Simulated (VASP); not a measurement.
# Ir in VASP: single point with PBEsol+D4

Aim: the single point of Ir with PBEsol+D4.

Everything below comes from runs of VASP 6.6.1. Logs are shortened: lines on timing, memory, paths and dates and some standing lists are left out, and cuts for length are marked.

## (1) The cell of the first run

The cell holds a slab with vacuum, 12 atoms: a = 5.413 Å, b = 5.413 Å, c = 24.422 Å, α = 90.00°, β = 90.00°, γ = 120.00°.

## (2) Single point, PBEsol+D4

Contents of INCAR:

```
ALGO = Normal
DIPOL = 0.5 0.5 0.375
EDIFF = 1E-6
ENCUT = 400
GGA = PS
GGA_COMPAT = F
IDIPOL = 3
ISIF = 2
ISMEAR = 1
IVDW = 13
LASPH = T
LCHARG = F
LDIPOL = T
LREAL = F
LWAVE = F
NBANDS = 66
NELM = 120
NELMDL = -8
PREC = Accurate
SIGMA = 0.1
```

Contents of KPOINTS:

```
k-points
0
Gamma
  9 9 1
```

Contents of POSCAR:

```
Ir
1.0
    0.0000000285      5.4129511797      0.0000000000
   -4.6877532453     -2.7064755652      0.0000000000
    0.0000000000      0.0000000000     24.4220952135
Ir
12
Direct
    0.0000000000      0.0000000000      0.2866256944
    1.0000000000      0.5000000000      0.2866256944
    0.5000000000      0.0000000000      0.2866256944
    0.5000000000      0.5000000000      0.2866256944
    0.3331494462      0.1659427932      0.3743330655
    0.3327933469      0.6668505538      0.3743330655
    0.8333333333      0.1666666667      0.3750434378
    0.8340572068      0.6672066531      0.3743330655
    0.6696834923      0.3345625049      0.4622310217
    0.6654374951      0.8351209874      0.4622310217
    0.1648790126      0.3303165077      0.4622310217
    0.1666666667      0.8333333333      0.4653370498
```

Potentials or basis: VASP PAW PBE potentials, release 64 (Ir).

Run with:

```sh
cat potpaw_PBE.64/Ir/POTCAR > POTCAR
mpirun -np 1 vasp_std > vasp.out
```

OUTCAR:

```text
EDIFF = 1E-6
   ENCUT = 400
   GGA = PS
   ISIF = 2
   ISMEAR = 1
   IVDW = 13
   LASPH = T
   LREAL = F
   NELM = 120
   NELMDL = -8
   PREC = Accurate

 ion  position               nearest neighbor table
   1  0.000  0.000  0.287-   8 2.65   5 2.65   7 2.67   4 2.71   4 2.71   3 2.71   3 2.71   2 2.71
                             2 2.71
   2  0.000  0.500  0.287-   6 2.65   8 2.65   7 2.67   3 2.71   3 2.71   4 2.71   4 2.71   1 2.71
                             1 2.71
   3  0.500  0.000  0.287-   5 2.65   6 2.65   7 2.67   2 2.71   2 2.71   1 2.71   1 2.71   4 2.71
                             4 2.71
   4  0.500  0.500  0.287-   8 2.65   5 2.65   6 2.65   1 2.71   1 2.71   2 2.71   2 2.71   3 2.71
                             3 2.71
   5  0.333  0.166  0.374-   3 2.65   1 2.65  11 2.65   4 2.65   9 2.66   8 2.70   6 2.70   7 2.71
                             7 2.71   8 2.71   6 2.71  12 2.71
   6  0.333  0.667  0.374-   2 2.65   3 2.65  10 2.65   4 2.65  11 2.66   8 2.70   5 2.70   7 2.71
                             7 2.71   8 2.71   5 2.71  12 2.71
   7  0.833  0.167  0.375-   9 2.64  10 2.64  11 2.64   3 2.67   2 2.67   1 2.67   6 2.71   5 2.71
                             8 2.71   6 2.71   5 2.71   8 2.71
   8  0.834  0.667  0.374-   1 2.65   2 2.65   9 2.65   4 2.65  10 2.66   5 2.70   6 2.70   7 2.71
                             7 2.71   5 2.71   6 2.71  12 2.71
   9  0.670  0.335  0.462-   7 2.64   8 2.65   5 2.66  11 2.69  10 2.69  12 2.70  12 2.72  11 2.72
                            10 2.72
  10  0.665  0.835  0.462-   7 2.64   6 2.65   8 2.66  11 2.69   9 2.69  12 2.70  12 2.72  11 2.72
                             9 2.72
  11  0.165  0.330  0.462-   7 2.64   5 2.65   6 2.66  10 2.69   9 2.69  12 2.70  12 2.72  10 2.72
                             9 2.72
  12  0.167  0.833  0.465-  10 2.70   9 2.70  11 2.70   6 2.71   8 2.71   5 2.71  11 2.72   9 2.72
                            10 2.72

  LATTYP: Found a hexagonal cell.
 ALAT       =     5.4129511797
 C/A-ratio  =     4.5117892999

  Lattice vectors:

 A1 = (   0.0000000285,   5.4129511797,   0.0000000000)
 A2 = (  -4.6877532453,  -2.7064755652,   0.0000000000)
 A3 = (   0.0000000000,   0.0000000000,  24.4220952135)

Analysis of symmetry for initial positions (statically):
=====================================================================
 Subroutine PRICEL returns:
 Original cell was already a primitive cell.

 Routine SETGRP: Setting up the symmetry group for a
 hexagonal supercell.

 Subroutine GETGRP returns: Found  3 space group operations
 (whereof  1 operations were pure point group operations)
 out of a pool of 24 trial point group operations.

The static configuration has the point symmetry C_1 .
 The point group associated with its full space group is C_3 .

Analysis of symmetry for dynamics (positions and initial velocities):
=====================================================================
 Subroutine PRICEL returns:
 Original cell was already a primitive cell.

 Routine SETGRP: Setting up the symmetry group for a
 hexagonal supercell.

 Subroutine GETGRP returns: Found  3 space group operations
 (whereof  1 operations were pure point group operations)
 out of a pool of 24 trial point group operations.

The dynamic configuration has the point symmetry C_1 .
 The point group associated with its full space group is C_3 .

 Subroutine INISYM returns: Found  3 space group operations
 (whereof  1 operations are pure point group operations),
 and found     1 'primitive' translations

----------------------------------------------------------------------------------------

                                     Primitive cell

  volume of cell :     619.7004

  direct lattice vectors                    reciprocal lattice vectors
     0.000000029  5.412951180  0.000000000    -0.106660904  0.184742106  0.000000000
    -4.687753245 -2.706475565  0.000000000    -0.213321809  0.000000001  0.000000000
     0.000000000  0.000000000 24.422095214     0.000000000  0.000000000  0.040946528

  length of vectors
     5.412951180  5.412951180 24.422095214     0.213321809  0.213321809  0.040946528

  position of ions in fractional coordinates (direct lattice)
     0.000000000  0.000000000  0.286625694
     0.000000000  0.500000000  0.286625694
     0.500000000  0.000000000  0.286625694
     0.500000000  0.500000000  0.286625694
     0.333149446  0.165942793  0.374333065
[... 52 lines left out ...]
  0.111111  0.000000  0.000000      6.000000
  0.222222  0.000000  0.000000      6.000000
  0.333333 -0.000000  0.000000      6.000000
  0.444444  0.000000  0.000000      6.000000
  0.111111  0.111111  0.000000      6.000000
  0.222222  0.111111  0.000000      6.000000
 -0.222222  0.333333  0.000000      6.000000
  0.333333  0.111111  0.000000      6.000000
 -0.333333  0.444444  0.000000      6.000000
  0.444444  0.111111  0.000000      6.000000
  0.222222  0.222222  0.000000      6.000000
  0.333333  0.222222  0.000000      6.000000
 -0.333333 -0.444444  0.000000      6.000000
  0.333333  0.333333  0.000000      2.000000
   k-points           NKPTS =     15   k-points in BZ     NKDIM =     15   number of bands    NBANDS=     66
   number of dos      NEDOS =    301   number of ions     NIONS =     12
   total plane-waves  NPLWV = 207360
   dimension x,y,z NGX =    36 NGY =   36 NGZ =  160
   dimension x,y,z NGXF=    72 NGYF=   72 NGZF=  320
   ions per type =              12
   NGX,Y,Z   is equivalent  to a cutoff of  11.06, 11.06, 10.89 a.u.
   NGXF,Y,Z  is equivalent  to a cutoff of  22.11, 22.11, 21.78 a.u.
 SYSTEM =  unknown system
   PREC   = accura    normal or accurate (medium, high low for compatibility)
   ISTART =      0    job   : 0-new  1-cont  2-samecut
   ICHARG =      2    charge: 1-file 2-atom 10-const
   ISPIN  =      1    spin polarized calculation?
   LNONCOLLINEAR =      F non collinear calculations
   LSORBIT =      F    spin-orbit coupling
   LASPH  =      T    aspherical Exc in radial PAW
   ENCUT  =  400.0 eV  29.40 Ry    5.42 a.u.   8.83  8.83 39.83*2*pi/ulx,y,z
   NELM   =    120;   NELMIN=  2; NELMDL= -8     # of ELM steps
   EDIFF  = 0.1E-05   stopping-criterion for ELM
   LREAL  =      F    real-space projection
   EDIFFG = 0.1E-04   stopping-criterion for IOM
   NSW    =      0    number of steps for IOM
   IBRION =     -1    ionic relax: 0-MD 1-quasi-New 2-CG
   NFREE  =      0    steps in history (QN), initial steepest desc. (CG)
   ISIF   =      2    stress and relaxation
   ISYM   =      2    0-nonsym 1-usesym 2-fastsym
   POTIM  = 0.5000    time-step for ionic-motion
   TEBEG  =    0.0;   TEEND  =   0.0 temperature during run
   PSTRESS=    0.0 pullay stress
   NELECT =     108.0000    total number of electrons
   NUPDOWN=      -1.0000    fix difference up-down
   EMIN   =  10.00;   EMAX   =-10.00  energy-range for DOS
   EFERMI =   0.00;   METHOD = LEGACY
   ISMEAR =     1;   SIGMA  =   0.10  broadening in eV -4-tet -1-fermi 0-gaus
   EFERMI_NEDOS =   21; number of points for ismear=-14 and -15
   IALGO  =     38    algorithm
   IMIX   =      4    mixing-type and parameters
     AMIX     =   0.40;   BMIX     =  1.00
     AMIX_MAG =   1.60;   BMIX_MAG =  1.00
  volume/ion in A,a.u.               =      51.64       348.50
  Fermi-wavevector in a.u.,A,eV,Ry     =   0.914441  1.728042 11.377213  0.836202
  Thomas-Fermi vector in A             =   2.039068
   LORBIT       =      0    0 simple, 1 ext, 2 COOP (PROOUT), +10 PAW based schemes
   GGA     = PS    functional components
   LHFCALC =     F    Hartree Fock is set to
   AEXX    =    0.0000 exact exchange contribution
   IVDW    =    13    specifies the selected vdW correction
   LEPSILON=     F    determine dielectric tensor
   LRPA    =     F    only Hartree local field effects (RPA)
 non-spin polarized calculation
 Methfessel and Paxton  Order N= 1 SIGMA  =   0.10
  energy-cutoff  :      400.00
  volume of cell :      619.70
 maximum number of plane-waves:     11294
   NGX = 17   NGY = 17   NGZ = 79

 dipolmoment           0.000000      0.000000      0.000118 electrons x Angstroem

 number of electron     107.9999977 magnetization

 dipolmoment           0.000000      0.000000     -0.000444 electrons x Angstroem

 Free energy of the ion-electron system (eV)
  ---------------------------------------------------
  ext. energy  EPLUGINS =         0.00000000
  ---------------------------------------------------
  free energy    TOTEN  =      -109.23237871 eV

  energy without entropy =     -109.22447182  energy(sigma->0) =     -109.22974308

 E-fermi :  -1.1792     XC(G=0):  -4.6312

 val. band max:       -1.1799876149   @ k =   0.1111   0.0000   0.0000
 cond. band min:      -1.1659195561   @ k =   0.1111   0.0000   0.0000
 fundamental gap:      0.0140680588
 Fermi energy:        -1.1791731720

 k-point     1 :       0.0000    0.0000    0.0000
  band No.  band energies     occupation
      1     -11.6534      2.00000
      2      -9.4759      2.00000
      3      -9.1856      2.00000
      4      -8.9466      2.00000
      5      -8.9466      2.00000
      6      -8.9315      2.00000
[... 1024 lines left out ...]
     65      -0.6969     -0.00000
     66      -0.6706     -0.00000

------------------------ aborting loop because EDIFF is reached ----------------------------------------

 vacuum level on the upper side and lower side of the slab       (xc-potential included)        -0.022        -0.010

  DFT-D4 for vdW energy calculation

  Edisp (eV):   -4.24623

  FORCE on cell =-STRESS in cart. coord.  units (eV):
  Direction    XX          YY          ZZ          XY          YZ          ZX
  --------------------------------------------------------------------------------------
  -------------------------------------------------------------------------------------
  Total     -16.56008   -16.56008    -1.21376    -0.00000     0.00000     0.00000
  in kB     -42.81455   -42.81455    -3.13806    -0.00000     0.00000     0.00000
  external pressure =      -29.59 kB  Pullay stress =        0.00 kB

 VOLUME and BASIS-vectors are now :
 -----------------------------------------------------------------------------
  energy-cutoff  :      400.00
  volume of cell :      619.70
      direct lattice vectors                 reciprocal lattice vectors
     0.000000029  5.412951180  0.000000000    -0.106660904  0.184742106  0.000000000
    -4.687753245 -2.706475565  0.000000000    -0.213321809  0.000000001  0.000000000
     0.000000000  0.000000000 24.422095214     0.000000000  0.000000000  0.040946528

 POSITION                                       TOTAL-FORCE (eV/Angst)
 -----------------------------------------------------------------------------------
      0.00000      0.00000      7.00000        -0.020581     -0.037384     -0.025948
     -2.34388     -1.35324      7.00000         0.042666      0.000868     -0.025948
      0.00000      2.70648      7.00000        -0.022085      0.036515     -0.025948
     -2.34388      1.35324      7.00000         0.000000      0.000000      0.084902
     -0.77790      1.35420      9.14200         0.006834      0.006102      0.268301
     -3.12603     -0.00342      9.14200         0.001867     -0.008969      0.268301
     -0.78129      4.05971      9.15935         0.000000      0.000000     -0.292085
     -3.12770      2.70893      9.14200        -0.008701      0.002868      0.268301
     -1.56835      2.71948     11.28865         0.007722     -0.175760      0.125165
     -3.91484      1.34175     11.28865         0.148352      0.094567      0.125165
     -1.54844     -0.00151     11.28865        -0.156074      0.081193      0.125165
     -3.90646     -1.35324     11.36451         0.000000      0.000000     -0.895371
 -----------------------------------------------------------------------------------
    total drift:                                0.000000      0.000000     -0.002515

  FREE ENERGIE OF THE ION-ELECTRON SYSTEM (eV)
  ---------------------------------------------------
  free  energy   TOTEN  =      -113.4786105032 eV

  energy  without entropy=     -113.4707036077  energy(sigma->0) =     -113.47597487

 vacuum level on the upper side and lower side of the slab         4.236         4.252
```

Run time: 29 min. Hardware: 1 thread of Intel Xeon 8259CL, shared host; peak memory 0.63 GiB.

What came out:

```
Free energy                : -113.4786 eV
Largest force              : 0.895 eV/Å
Band gap on the k mesh     : zero (bands 54 and 55 overlap by 1.14 eV)
Dispersion energy per atom : -0.354 eV
```

Forces in eV/Å, atoms in the order of the input:
```
Ir  -0.021 -0.037 -0.026
Ir   0.043  0.001 -0.026
Ir  -0.022  0.037 -0.026
Ir   0.000  0.000  0.085
Ir   0.007  0.006  0.268
Ir   0.002 -0.009  0.268
Ir   0.000  0.000 -0.292
Ir  -0.009  0.003  0.268
Ir   0.008 -0.176  0.125
Ir   0.148  0.095  0.125
Ir  -0.156  0.081  0.125
Ir   0.000  0.000 -0.895
```

Levels at points of the mesh, in eV from the Fermi level:
```csv
k point,band 51,band 52,band 53,band 54,band 55,band 56,band 57,band 58
"(0.00, 0.00, 0.00)",0.53,0.53,0.57,0.74,0.74,0.92,0.93,0.93
```

Caveat: the PAW data sets were made with another functional, which shifts forces and pressure a little; spin-orbit coupling is left out, which moves the levels of the heavy elements.
